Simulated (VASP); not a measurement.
# H4C2O in VASP: notebook

Runs on H4C2O. Level: PBE+D3(BJ). Tasks: single point.

All numbers are computed with VASP 6.6.1; they aren't measurements. Logs are shortened: lines on timing, memory, paths and dates and some standing lists are left out, and cuts for length are marked.

## (1) The cell of the first run

The cell holds an amorphous packing of atoms, 28 atoms: a = 8.569 Å, b = 8.569 Å, c = 8.569 Å, α = 90.00°, β = 90.00°, γ = 90.00°.

## (2) Single point, PBE+D3(BJ)

File INCAR:

```
ALGO = Normal
EDIFF = 1E-7
ENCUT = 520
GGA = PE
ISIF = 2
ISMEAR = -1
IVDW = 12
LASPH = True
LCHARG = True
LELF = True
LREAL = Auto
LVHAR = True
LWAVE = False
NBANDS = 56
NELM = 60
PREC = Accurate
SIGMA = 0.02
```

File KPOINTS:

```
k-points
0
Gamma
  1 1 1
```

File POSCAR:

```
H4C2O
1.0
    8.5689890000      0.0000000000      0.0000000000
    0.0000000000      8.5689890000      0.0000000000
    0.0000000000      0.0000000000      8.5689890000
O C H
4 8 16
Direct
    0.7281722500      0.0424787568     -0.1473569402
    0.5359325353      0.9404493342      0.2877935775
    0.1065119818      0.9329688718      0.7902449169
   -0.1508696067      0.3374960570      0.6194313005
    0.6633804758     -0.0495390997     -0.0763217224
    0.5332601080      0.9957417380      0.4065940568
    0.1202125478      0.9344159504      0.6581056412
   -0.0344498050      0.3382662762      0.5614197894
    0.4363408565      0.4831258390      0.6136196464
    0.3131291218      0.7183111100      0.1120435561
    0.7572538604      0.4512784414      0.1789592681
    0.1679778093      0.2414170446      0.1747580724
    0.3745482693      0.5882724321      0.6079130222
    0.5454085657      0.4865568155      0.5544294665
    0.3793796444      0.3795546943      0.5600427308
    0.4442764485      0.4537758188      0.7364462715
    0.4290821239      0.7612683363      0.1408100769
    0.2514532344      0.6863120025      0.2173068492
    0.3391531953      0.6181476018      0.0328043367
    0.2568564390      0.8108541159      0.0551640339
    0.8423747539      0.3599024342      0.1757733614
    0.7299344182      0.4712107811      0.2993935457
    0.6453153342      0.4000471934      0.1330728748
    0.8057893411      0.5633570075      0.1270978408
    0.1778739592      0.3283234463      0.2644419312
    0.2828688425      0.2052050715      0.1394913682
    0.1036411647      0.2986700065      0.0694714394
    0.0908041777      0.1359203519      0.2043414923
```

Potentials or basis: VASP PAW PBE potentials, release 64 (O, C, H).

Launch:

```console
> cat potpaw_PBE.64/O/POTCAR potpaw_PBE.64/C/POTCAR potpaw_PBE.64/H/POTCAR > POTCAR
> mpirun -np 1 vasp_gam > vasp.out
```

OUTCAR:

```text
EDIFF = 1E-7
   ENCUT = 520
   GGA = PE
   ISIF = 2
   ISMEAR = -1
   IVDW = 12
   LASPH = True
   LREAL = Auto
   NELM = 60
   PREC = Accurate
 IVDW          = 12

 ion  position               nearest neighbor table
   1  0.728  0.042  0.853-   5 1.14
   2  0.536  0.940  0.288-   6 1.12
   3  0.107  0.933  0.790-   7 1.14
   4  0.849  0.337  0.619-   8 1.11
   5  0.663  0.950  0.924-   1 1.14
   6  0.533  0.996  0.407-   2 1.12
   7  0.120  0.934  0.658-   3 1.14
   8  0.966  0.338  0.561-   4 1.11
   9  0.436  0.483  0.614-  13 1.05  14 1.06  16 1.08  15 1.11
  10  0.313  0.718  0.112-  20 1.05  18 1.08  17 1.09  19 1.12
  11  0.757  0.451  0.179-  21 1.07  22 1.07  23 1.13  24 1.14
  12  0.168  0.241  0.175-  25 1.07  26 1.08  28 1.15  27 1.17
  13  0.375  0.588  0.608-   9 1.05
  14  0.545  0.487  0.554-   9 1.06
  15  0.379  0.380  0.560-   9 1.11
  16  0.444  0.454  0.736-   9 1.08
  17  0.429  0.761  0.141-  10 1.09
  18  0.251  0.686  0.217-  10 1.08
[... 8 lines left out ...]
  27  0.104  0.299  0.069-  12 1.17
  28  0.091  0.136  0.204-  12 1.15

  LATTYP: Found a simple cubic cell.
 ALAT       =     8.5689890000

  Lattice vectors:

 A1 = (   8.5689890000,   0.0000000000,   0.0000000000)
 A2 = (   0.0000000000,   8.5689890000,   0.0000000000)
 A3 = (   0.0000000000,   0.0000000000,   8.5689890000)

Analysis of symmetry for initial positions (statically):
=====================================================================
 Subroutine PRICEL returns:
 Original cell was already a primitive cell.

 Routine SETGRP: Setting up the symmetry group for a
 simple cubic supercell.

 Subroutine GETGRP returns: Found  1 space group operations
 (whereof  1 operations were pure point group operations)
 out of a pool of 48 trial point group operations.

The static configuration has the point symmetry C_1 .

Analysis of symmetry for dynamics (positions and initial velocities):
=====================================================================
 Subroutine PRICEL returns:
 Original cell was already a primitive cell.

 Routine SETGRP: Setting up the symmetry group for a
 simple cubic supercell.

 Subroutine GETGRP returns: Found  1 space group operations
 (whereof  1 operations were pure point group operations)
 out of a pool of 48 trial point group operations.
[... 129 lines left out ...]
   EDIFF  = 0.1E-06   stopping-criterion for ELM
   LREAL  =      T    real-space projection
   EDIFFG = 0.1E-05   stopping-criterion for IOM
   NSW    =      0    number of steps for IOM
   IBRION =     -1    ionic relax: 0-MD 1-quasi-New 2-CG
   NFREE  =      0    steps in history (QN), initial steepest desc. (CG)
   ISIF   =      2    stress and relaxation
   ISYM   =      2    0-nonsym 1-usesym 2-fastsym
   POTIM  = 0.5000    time-step for ionic-motion
   TEBEG  =    0.0;   TEEND  =   0.0 temperature during run
   PSTRESS=    0.0 pullay stress
   NELECT =      72.0000    total number of electrons
   NUPDOWN=      -1.0000    fix difference up-down
   EMIN   =  10.00;   EMAX   =-10.00  energy-range for DOS
   EFERMI =   0.00;   METHOD = LEGACY
   ISMEAR =    -1;   SIGMA  =   0.02  broadening in eV -4-tet -1-fermi 0-gaus
   EFERMI_NEDOS =   21; number of points for ismear=-14 and -15
   IALGO  =     38    algorithm
   IMIX   =      4    mixing-type and parameters
     AMIX     =   0.40;   BMIX     =  1.00
     AMIX_MAG =   1.60;   BMIX_MAG =  1.00
  volume/ion in A,a.u.               =      22.47       151.64
  Fermi-wavevector in a.u.,A,eV,Ry     =   0.794797  1.501948  8.594826  0.631702
  Thomas-Fermi vector in A             =   1.900999
   LORBIT       =      0    0 simple, 1 ext, 2 COOP (PROOUT), +10 PAW based schemes
   GGA     = PE    functional components
   LHFCALC =     F    Hartree Fock is set to
   AEXX    =    0.0000 exact exchange contribution
   IVDW    =    12    specifies the selected vdW correction
   LEPSILON=     F    determine dielectric tensor
   LRPA    =     F    only Hartree local field effects (RPA)
 non-spin polarized calculation
  energy-cutoff  :      520.00
  volume of cell :      629.20
 maximum number of plane-waves:      8440
 NGX is ok and might be reduce to    64
   NGX = 31   NGY = 31   NGZ = 31

 number of electron      72.0000000 magnetization

 Free energy of the ion-electron system (eV)
  ---------------------------------------------------
  ext. energy  EPLUGINS =         0.00000000
  ---------------------------------------------------
  free energy    TOTEN  =      -154.71271730 eV

  energy without entropy =     -154.71271730  energy(sigma->0) =     -154.71271730

 E-fermi :  -6.3232     XC(G=0):  -4.7690

 val. band max:       -6.7983007494   @ k =   0.0000   0.0000   0.0000
 cond. band min:      -0.5339196633   @ k =   0.0000   0.0000   0.0000
 fundamental gap:      6.2643810861
 Fermi energy:        -6.3232131008

 k-point     1 :       0.0000    0.0000    0.0000
  band No.  band energies     occupation
      1     -27.8303      2.00000
      2     -27.7446      2.00000
      3     -27.5652      2.00000
      4     -27.4647      2.00000
      5     -15.3290      2.00000
      6     -15.2522      2.00000
[... 40 lines left out ...]
     47       2.2766      0.00000
     48       2.4269      0.00000
 [bands above 48 left out]

------------------------ aborting loop because EDIFF is reached ----------------------------------------

 Edisp (eV)   -0.62567

 E8    (eV) :    -0.1347

  FORCE on cell =-STRESS in cart. coord.  units (eV):
  Direction    XX          YY          ZZ          XY          YZ          ZX
  --------------------------------------------------------------------------------------
  -------------------------------------------------------------------------------------
  Total       3.95004    -0.66020     4.92482    -2.84865     1.23857    -1.53018
  in kB      10.05827    -1.68111    12.54043    -7.25371     3.15386    -3.89640
  external pressure =        6.97 kB  Pullay stress =        0.00 kB

 VOLUME and BASIS-vectors are now :
 -----------------------------------------------------------------------------
  energy-cutoff  :      520.00
  volume of cell :      629.20
      direct lattice vectors                 reciprocal lattice vectors
     8.568989000  0.000000000  0.000000000     0.116699881  0.000000000  0.000000000
     0.000000000  8.568989000  0.000000000     0.000000000  0.116699881  0.000000000
     0.000000000  0.000000000  8.568989000     0.000000000  0.000000000  0.116699881

 POSITION                                       TOTAL-FORCE (eV/Angst)
 -----------------------------------------------------------------------------------
      6.23970      0.36400      7.30629         0.167897      0.242514     -0.176109
      4.59240      8.05870      2.46610         0.222095     -0.800411     -2.041586
      0.91270      7.99460      6.77160        -0.059482      0.011297      0.548345
      7.27619      2.89200      5.30790        -3.236834     -0.022734      1.600689
      5.68450      8.14449      7.91499        -0.150709     -0.241952      0.140039
      4.56950      8.53250      3.48410        -0.071714      1.045456      2.269591
[... 20 lines left out ...]
      0.88810      2.55930      0.59530         1.030320     -0.625290      1.226564
      0.77810      1.16470      1.75100         1.027050      1.162121      0.099051
 -----------------------------------------------------------------------------------
    total drift:                               -0.019515     -0.029303      0.026900

  FREE ENERGIE OF THE ION-ELECTRON SYSTEM (eV)
  ---------------------------------------------------
  free  energy   TOTEN  =      -155.3383901273 eV

  energy  without entropy=     -155.3383901273  energy(sigma->0) =     -155.33839013
```

OSZICAR:

```text
N       E                     dE             d eps       ncg     rms          rms(c)
DAV:   1     0.521941103367E+03    0.52194E+03   -0.31823E+04   120   0.105E+03
DAV:   2    -0.898883246841E+02   -0.61183E+03   -0.59356E+03   144   0.242E+02
DAV:   3    -0.170374928314E+03   -0.80487E+02   -0.80016E+02   152   0.935E+01
[... 12 lines left out ...]
DAV:  16    -0.154712721366E+03    0.11541E-04   -0.14057E-05   144   0.155E-02    0.631E-03
DAV:  17    -0.154712717992E+03    0.33733E-05   -0.71918E-06   136   0.111E-02    0.308E-03
DAV:  18    -0.154712717498E+03    0.49414E-06   -0.11606E-06   136   0.403E-03    0.201E-03
DAV:  19    -0.154712717331E+03    0.16769E-06   -0.44072E-07   120   0.301E-03    0.736E-04
DAV:  20    -0.154712717300E+03    0.30827E-07   -0.42999E-08    96   0.969E-04
   1 F= -.15533839E+03 E0= -.15533839E+03  d E =-.479571E-10
```

It took 48 s on 1 thread of Intel Xeon 6975P-C (Granite Rapids), shared host; peak memory 0.52 GiB.

Results:

```yaml
Free_energy: -155.3384 eV
Pressure: 0.7 GPa
Largest_force: 3.611 eV/Å
Band_gap_on_the_k_mesh: 6.26 eV
Dispersion_energy_per_atom: -0.022 eV
```

Forces on the atoms (eV/Å):
```
O    0.168  0.243 -0.176
O    0.222 -0.800 -2.042
O   -0.059  0.011  0.548
O   -3.237 -0.023  1.601
C   -0.151 -0.242  0.140
C   -0.072  1.045  2.270
C    0.065 -0.006 -0.556
C    3.245  0.012 -1.580
C   -0.280 -2.387  0.218
C    1.629 -1.372 -0.118
C   -0.763  0.499 -0.571
C   -2.373 -0.480 -1.807
H   -1.057  1.403 -0.579
H    1.195  0.414 -0.111
H   -0.421  0.659  0.035
H    0.549 -0.076  0.430
H    0.102  0.033  0.276
H   -0.220 -0.334  0.299
H   -0.673  0.346  0.350
H   -1.001  1.083 -0.980
H    0.765 -0.517 -0.149
H    0.012  0.359  0.959
H    0.764  0.825 -0.366
H   -0.821 -1.152  0.126
H   -0.184  0.254  0.740
H    0.540 -0.333 -0.283
H    1.030 -0.625  1.227
H    1.027  1.162  0.099
```

Stress tensor (GPa, compression positive):
```
 1.01 -0.73 -0.39
-0.73 -0.17  0.32
-0.39  0.32  1.25
```

Levels at points of the mesh, in eV from the valence-band top:
| k point | band 34 | band 35 | band 36 | band 37 | band 38 | band 39 |
| --- | --- | --- | --- | --- | --- | --- |
| (0.00, 0.00, 0.00) | -0.16 | -0.12 | 0.00 | 6.26 | 6.31 | 6.43 |

Caveat: the k points lie up to 0.73 Å⁻¹ apart.

(Continued in part 2 of 2.)
